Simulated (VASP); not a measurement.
# GeSb4Te7 (P-3m1) in VASP: single point with PBEsol

Aim: the single point of GeSb4Te7 with PBEsol.

Everything below comes from runs of VASP 6.6.1. Logs are shortened: lines on timing, memory, paths and dates and some standing lists are left out, and cuts for length are marked.

## Step 1: The cell of the first run

Symmetry: P-3m1, No. 164, trigonal system. The conventional cell has a = 4.254 Å, b = 4.254 Å, c = 23.374 Å, α = 90.00°, β = 90.00°, γ = 120.00°. Ge (site symmetry -3m) has 6 Te at 2.96 Å within 3.9 Å. Within 3.9 Å of Sb (site symmetry 3m) lie 6 Te at 2.99 to 3.14 Å. Sb (site symmetry 3m) has 6 Te at 2.99 to 3.16 Å within 3.9 Å. Te (site symmetry 3m) has 3 Sb at 2.99 Å and 3 Te at 3.62 Å within 3.9 Å. Te (site symmetry 3m) has 3 Sb at 2.99 Å and 3 Te at 3.62 Å within 3.9 Å. Te (site symmetry 3m) has 3 Ge at 2.96 Å and 3 Sb at 3.16 Å within 3.9 Å. Within 4.1 Å of Te (site symmetry -3m) lie 6 Sb at 3.14 Å.

## Step 2: Single point, PBEsol

INCAR

```
ALGO = Normal ; EDIFF = 1E-6
ENCUT = 520 ; GGA = PS
ISIF = 2 ; ISMEAR = 0
LASPH = True ; LCHARG = False
LREAL = False ; LWAVE = False
NBANDS = 50 ; NELM = 80
PREC = Accurate ; SIGMA = 0.02
```

KPOINTS

```
k-points
0
Gamma
  9 9 2
```

POSCAR

```
GeSb4Te7
1.0
    4.2542971894      0.0000000000      0.0000000000
   -2.1271485947      3.6843294413      0.0000000000
    0.0000000000      0.0000000000     23.3743566817
Ge Sb Te
1 4 7
Direct
    0.0000000000      0.0000000000      0.5000000000
    0.6666666667      0.3333333333      0.9159928107
    0.3333333333      0.6666666667      0.3443310501
    0.3333333333      0.6666666667      0.0840071893
    0.6666666667      0.3333333333      0.6556689499
    0.3333333333      0.6666666667      0.8426977689
    0.6666666667      0.3333333333      0.1573022311
    0.0000000000      0.0000000000      0.7287639408
    0.6666666667      0.3333333333      0.4291703722
    0.3333333333      0.6666666667      0.5708296278
    0.0000000000      0.0000000000      0.0000000000
    0.0000000000      0.0000000000      0.2712360592
```

Potentials or basis: VASP PAW PBE potentials, release 64 (Ge_d, Sb, Te).

On the command line:

```console
$ cat potpaw_PBE.64/Ge_d/POTCAR potpaw_PBE.64/Sb/POTCAR potpaw_PBE.64/Te/POTCAR > POTCAR
$ mpirun -np 1 vasp_std > vasp.out
```

OUTCAR:

```text
EDIFF = 1E-6
   ENCUT = 520
   GGA = PS
   ISIF = 2
   ISMEAR = 0
   LASPH = True
   LREAL = False
   NELM = 80
   PREC = Accurate

 ion  position               nearest neighbor table
   1  0.000  0.000  0.500-   9 2.96  10 2.96   9 2.96  10 2.96   9 2.96  10 2.96
   2  0.667  0.333  0.916-   6 2.99   6 2.99   6 2.99  11 3.14  11 3.14  11 3.14
   3  0.333  0.667  0.344-  12 2.99  12 2.99  12 2.99   9 3.16   9 3.16   9 3.16
   4  0.333  0.667  0.084-   7 2.99   7 2.99   7 2.99  11 3.14  11 3.14  11 3.14
   5  0.667  0.333  0.656-   8 2.99   8 2.99   8 2.99  10 3.16  10 3.16  10 3.16
   6  0.333  0.667  0.843-   2 2.99   2 2.99   2 2.99   8 3.62   8 3.62   8 3.62
   7  0.667  0.333  0.157-   4 2.99   4 2.99   4 2.99  12 3.62  12 3.62  12 3.62
   8  0.000  0.000  0.729-   5 2.99   5 2.99   5 2.99   6 3.62   6 3.62   6 3.62
   9  0.667  0.333  0.429-   1 2.96   1 2.96   1 2.96   3 3.16   3 3.16   3 3.16
  10  0.333  0.667  0.571-   1 2.96   1 2.96   1 2.96   5 3.16   5 3.16   5 3.16
  11  0.000  0.000  0.000-   2 3.14   4 3.14   2 3.14   4 3.14   2 3.14   4 3.14
  12  0.000  0.000  0.271-   3 2.99   3 2.99   3 2.99   7 3.62   7 3.62   7 3.62

  LATTYP: Found a hexagonal cell.
 ALAT       =     4.2542971894
 C/A-ratio  =     5.4942933324

  Lattice vectors:

 A1 = (   4.2542971894,   0.0000000000,   0.0000000000)
 A2 = (  -2.1271485947,   3.6843294413,   0.0000000000)
 A3 = (   0.0000000000,   0.0000000000,  23.3743566817)

Analysis of symmetry for initial positions (statically):
=====================================================================
 Subroutine PRICEL returns:
 Original cell was already a primitive cell.

 Routine SETGRP: Setting up the symmetry group for a
 hexagonal supercell.

 Subroutine GETGRP returns: Found 12 space group operations
 (whereof 12 operations were pure point group operations)
 out of a pool of 24 trial point group operations.

The static configuration has the point symmetry D_3d.

Analysis of symmetry for dynamics (positions and initial velocities):
=====================================================================
 Subroutine PRICEL returns:
 Original cell was already a primitive cell.

 Routine SETGRP: Setting up the symmetry group for a
 hexagonal supercell.

 Subroutine GETGRP returns: Found 12 space group operations
 (whereof 12 operations were pure point group operations)
 out of a pool of 24 trial point group operations.

The dynamic configuration has the point symmetry D_3d.

 Subroutine INISYM returns: Found 12 space group operations
[... 128 lines left out ...]
   NUPDOWN=      -1.0000    fix difference up-down
   EMIN   =  10.00;   EMAX   =-10.00  energy-range for DOS
   EFERMI =   0.00;   METHOD = LEGACY
   ISMEAR =     0;   SIGMA  =   0.02  broadening in eV -4-tet -1-fermi 0-gaus
   EFERMI_NEDOS =   21; number of points for ismear=-14 and -15
   IALGO  =     38    algorithm
   IMIX   =      4    mixing-type and parameters
     AMIX     =   0.40;   BMIX     =  1.00
     AMIX_MAG =   1.60;   BMIX_MAG =  1.00
  volume/ion in A,a.u.               =      30.53       206.04
  Fermi-wavevector in a.u.,A,eV,Ry     =   0.969105  1.831342 12.778102  0.939164
  Thomas-Fermi vector in A             =   2.099130
   LORBIT       =      0    0 simple, 1 ext, 2 COOP (PROOUT), +10 PAW based schemes
   GGA     = PS    functional components
   LHFCALC =     F    Hartree Fock is set to
   AEXX    =    0.0000 exact exchange contribution
   IVDW    =     0    specifies the selected vdW correction
   LEPSILON=     F    determine dielectric tensor
   LRPA    =     F    only Hartree local field effects (RPA)
 non-spin polarized calculation
 Gauss-broadening in eV      SIGMA  =   0.02
  energy-cutoff  :      520.00
  volume of cell :      366.38
 maximum number of plane-waves:      9930
 NGX is ok and might be reduce to    32
   NGX = 15   NGY = 15   NGZ = 87

 number of electron      76.0000024 magnetization

 Free energy of the ion-electron system (eV)
  ---------------------------------------------------
  ext. energy  EPLUGINS =         0.00000000
  ---------------------------------------------------
  free energy    TOTEN  =       -49.27810295 eV

  energy without entropy =      -49.27803626  energy(sigma->0) =      -49.27806960

 E-fermi :   6.8314     XC(G=0):  -9.6198

 val. band max:        6.8142209484   @ k =   0.0000   0.0000   0.5000
 cond. band min:       6.8485508435   @ k =   0.0000   0.0000   0.5000
 fundamental gap:      0.0343298951
 Fermi energy:         6.8313858956

 k-point     1 :       0.0000    0.0000    0.0000
  band No.  band energies     occupation
      1     -18.1480      2.00000
      2     -18.1480      2.00000
      3     -18.1418      2.00000
      4     -18.1401      2.00000
      5     -18.1401      2.00000
      6      -6.7442      2.00000
[... 1261 lines left out ...]
     49      10.6567      0.00000
     50      10.6567      0.00000

------------------------ aborting loop because EDIFF is reached ----------------------------------------

  FORCE on cell =-STRESS in cart. coord.  units (eV):
  Direction    XX          YY          ZZ          XY          YZ          ZX
  --------------------------------------------------------------------------------------
  -------------------------------------------------------------------------------------
  Total        0.0998343      0.0998343      0.1177720      0.0000000      0.0000000      0.0000000
  in kB        0.4365807      0.4365807      0.5150229      0.0000000      0.0000000      0.0000000
  external PRESSURE =       0.4627281 kB  Pullay stress =       0.0000000 kB

 VOLUME and BASIS-vectors are now :
 -----------------------------------------------------------------------------
  energy-cutoff  :      520.00
  volume of cell :      366.38
      direct lattice vectors                 reciprocal lattice vectors
     4.254297189  0.000000000  0.000000000     0.235056451  0.135709905  0.000000000
    -2.127148595  3.684329441  0.000000000     0.000000000  0.271419811  0.000000000
     0.000000000  0.000000000 23.374356682     0.000000000  0.000000000  0.042781926

 POSITION                                       TOTAL-FORCE (eV/Angst)
 -----------------------------------------------------------------------------------
      0.00000      0.00000     11.68718        -0.000000     -0.000000     -0.000000
      2.12715      1.22811     21.41074        -0.000000     -0.000000      0.028295
     -0.00000      2.45622      8.04852        -0.000000     -0.000000      0.027296
     -0.00000      2.45622      1.96361         0.000000      0.000000     -0.028295
      2.12715      1.22811     15.32584        -0.000000      0.000000     -0.027296
     -0.00000      2.45622     19.69752        -0.000000      0.000000     -0.032453
      2.12715      1.22811      3.67684         0.000000     -0.000000      0.032453
      0.00000      0.00000     17.03439        -0.000000     -0.000000      0.034318
      2.12715      1.22811     10.03158        -0.000000     -0.000000     -0.003789
     -0.00000      2.45622     13.34278         0.000000     -0.000000      0.003789
      0.00000      0.00000      0.00000        -0.000000     -0.000000     -0.000000
      0.00000      0.00000      6.33997         0.000000      0.000000     -0.034318
 -----------------------------------------------------------------------------------
    total drift:                                0.000000     -0.000000      0.000000

  FREE ENERGIE OF THE ION-ELECTRON SYSTEM (eV)
  ---------------------------------------------------
  free  energy   TOTEN  =       -49.2781029508 eV

  energy  without entropy=      -49.2780362588  energy(sigma->0) =      -49.27806960
```

It took 15 min on 1 thread of Intel Xeon Platinum 8375C at 2.90GHz (Ice Lake), shared host; peak memory 0.68 GiB.

Results:

```
Free energy            : -49.2781 eV
Pressure               : 0.0 GPa
Largest force          : 0.034 eV/Å
Band gap on the k mesh : 0.03 eV, direct
```

Forces in eV/Å, atoms in the order of the input:
```
Ge   0.000  0.000  0.000
Sb   0.000  0.000  0.028
Sb   0.000  0.000  0.027
Sb   0.000  0.000 -0.028
Sb   0.000  0.000 -0.027
Te   0.000  0.000 -0.032
Te   0.000  0.000  0.032
Te   0.000  0.000  0.034
Te   0.000  0.000 -0.004
Te   0.000  0.000  0.004
Te   0.000  0.000  0.000
Te   0.000  0.000 -0.034
```

Caveat: the PAW data sets were made with another functional, which shifts forces and pressure a little; spin-orbit coupling is left out, which moves the levels of the heavy elements. A k mesh can miss the band edges.
